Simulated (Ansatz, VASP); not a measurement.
**Two plane-wave programs on TiHg3Sb2**

The input INCAR:

```
SYSTEM = TiHg3Sb2
PREC = Accurate
ENCUT = 600
EDIFF = 1E-6
ISMEAR = 0
SIGMA = 0.1
LREAL = .False.
LASPH = .True.
NELM = 60
ALGO = Normal
ISIF = 3
LWAVE = .False.
LCHARG = .False.
GGA = PE
IBRION = 2
NSW = 90
EDIFFG = -0.04
```

The input KPOINTS:

```
regular mesh
0
Gamma
  6 6 2
  0 0 0
```

File POSCAR:

```
TiHg3Sb2
1.0
    4.2056647800      0.0000000000      0.0000000000
   -2.1028323900      3.6422125400      0.0000000000
    0.0000000000      0.0000000000     10.2498844000
Ti Hg Sb
1 3 2
Direct
    0.0000000000      0.0000000000      0.0000000000
    0.0000000000      0.0000000000      0.5000000000
    0.3333333300      0.6666666700      0.1517480900
    0.6666666700      0.3333333300      0.8482519100
    0.3333333300      0.6666666700      0.6741914200
    0.6666666700      0.3333333300      0.3258085800
```

Input for Ansatz:

```yaml
crystal:
  lattice:
    - [4.20566478, 0.0, 0.0]
    - [-2.10283239, 3.64221254, 0.0]
    - [0.0, 0.0, 10.2498844]
  atoms:
    - { symbol: Ti, position: [0.0, 0.0, 0.0] }
    - { symbol: Hg, position: [0.0, 0.0, 0.5] }
    - { symbol: Hg, position: [0.33333333, 0.66666667, 0.15174809] }
    - { symbol: Hg, position: [0.66666667, 0.33333333, 0.84825191] }
    - { symbol: Sb, position: [0.33333333, 0.66666667, 0.67419142] }
    - { symbol: Sb, position: [0.66666667, 0.33333333, 0.32580858] }
basis:
  ecutwfc: 420
kpoints:
  mp_grid: { grid: [6, 6, 2] }
hamiltonian:
  xc: pbe
scf:
  occupations: { method: gaussian, width: 0.1 }
  lower_state_search: "off"
output:
  forces: true
  stress: true
  eigenvalues: true
relax:
  adjacent_minimum: "off"
  f_tol: 0.04
  max_steps: 70
  cell: { stress_tol: 0.4 }
```

Change from the starting cell: species swapped into the Sn3Te2Se type (P-3m1, No. 164).

Alike in both runs: task relaxation of cell and atoms; functional PBE; k mesh 6 × 6 × 2; occupations gaussian, width 0.1 eV; no spin polarisation.

|  | VASP | Ansatz |
| --- | --- | --- |
| version | VASP 6.6.1 | Ansatz 0.2.0 |
| potentials or method | VASP PAW PBE potentials, release 64 (Ti_sv, Hg, Sb), cutoff 600 eV | scalar-relativistic, plane waves, PAW |
| valence electrons in the cell | 58 | 102 |

VASP gave:

- gap on the k mesh at the Fermi level, each at its own relaxed structure (eV): none
- relaxed volume (Å³/atom): 27.08
- relaxed length of the cell vector where the two differ most in proportion (Å): 9.177

Problem. Estimate Ansatz's values.

Solution. gap on the k mesh at the Fermi level, each at its own relaxed structure (eV): none; relaxed volume (Å³/atom): 26.68; relaxed length of the cell vector where the two differ most in proportion (Å): 9.020.

A gap of «none» marks a metal or a gap that the smearing closes. VASP's potentials hold 58 valence electrons a cell and Ansatz's 102, so a difference there can come from the potentials and not from the codes.

Spin-orbit coupling is off throughout.
